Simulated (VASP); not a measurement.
A run of VASP 6.6.1 is set up as follows.

Contents of INCAR:

```
PREC = Accurate
ENCUT = 520
EDIFF = 1E-6
ISMEAR = 0
SIGMA = 0.1
LREAL = False
LASPH = True
NELM = 100
ALGO = Fast
ISIF = 2
LWAVE = False
LCHARG = True
GGA = PE
LELF = True
LVHAR = True
NBANDS = 18
```

File KPOINTS:

```
Automatic mesh
0
Gamma
  14 14 4
```

File POSCAR:

```
LiAl5
1.0
    2.8660529190      0.0000000000      0.0000000000
    0.0000000000      2.8660529190      0.0000000000
    0.0000000000      0.0000000000     12.1222728089
Li Al
1 5
Direct
    0.5000000000      0.5000000000      0.0000000000
    0.0000000000      0.0000000000      0.8279515573
    0.5000000000      0.5000000000      0.6638566044
    0.0000000000      0.0000000000      0.5000000000
    0.5000000000      0.5000000000      0.3361433956
    0.0000000000      0.0000000000      0.1720484427
```

Potentials or basis: VASP PAW PBE potentials, release 64 (Li_sv, Al).

Command:

```console
$ cat potpaw_PBE.64/Li_sv/POTCAR potpaw_PBE.64/Al/POTCAR > POTCAR
$ mpirun -np 1 vasp_std > vasp.out
```

(1) Predict the band gap on the k mesh.

## Answers

(1) zero (band 9 reaches 11.91 eV, above the bottom of band 10 at 5.06 eV).
